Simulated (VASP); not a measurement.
**Mo: single point with r2SCAN**

The system is Mo.

```
CELL_PARAMETERS angstrom
2.65345 0.00000 0.00000
-1.32672 2.36902 0.00000
0.00000 0.00000 2.55518
ATOMIC_POSITIONS crystal
Mo 0.00000 0.00000 0.50000
```

This cell differs from its parent crystal: strain -0.0300 x Voigt [1, 0, 0, 0, 0, 0].

* Program: VASP 6.6.1
* Task: single point
* Functional: r2SCAN
* Potentials or basis: VASP PAW PBE potentials, release 64 (Mo_sv)
* Cutoff: 520 eV
* k mesh: 18 × 18 × 18
* Occupations: gaussian, width 0.15 eV
* Spin: no spin polarisation
* Dipole correction: no
* Further INCAR settings: ALGO = Normal; EDIFF = 1e-07; NBANDS = 13

```
Pressure               : 9.2 GPa
Band gap on the k mesh : zero (bands 7 and 8 overlap by 2.00 eV)
```

Stress tensor (GPa, compression positive):
```
12.94  0.00  0.00
 0.00 13.97  0.00
 0.00  0.00  0.62
```

Levels at points of the mesh, in eV from the Fermi level:
```
           k point  band 4  band 5  band 6  band 7  band 8  band 9  band 10  band 11
(0.00, 0.00, 0.00)  -35.44   -7.36   -4.93   -1.45   -0.68    4.35     4.50    13.57
(0.50, 0.00, 0.00)  -35.32   -5.53   -3.41    0.86    1.18    3.60     4.82    11.29
(0.00, 0.50, 0.00)  -35.34   -5.48   -3.56    0.82    0.91    3.84     4.73    10.82
(0.00, 0.00, 0.50)  -35.28   -4.21   -0.61   -0.30    0.12    0.98     1.21    10.49
(0.50, 0.00, 0.50)  -35.73   -5.85   -3.95   -0.44    5.13    6.28     6.68     7.96
(0.00, 0.50, 0.50)  -35.60   -5.87   -3.96   -0.05    5.06    6.12     6.51     7.51
```

Wall time 11 min on 1 thread of Intel(R) Xeon(R) Platinum 8259CL CPU @ 2.50GHz (Skylake/Cascade Lake), with other jobs on the host, peak memory 0.28 GiB.

Caveat: the cell differs from its parent crystal (strain -0.0300 x Voigt [1, 0, 0, 0, 0, 0]); the cell stands under pressure; the PAW data sets were made with another functional, which shifts forces and pressure a little.
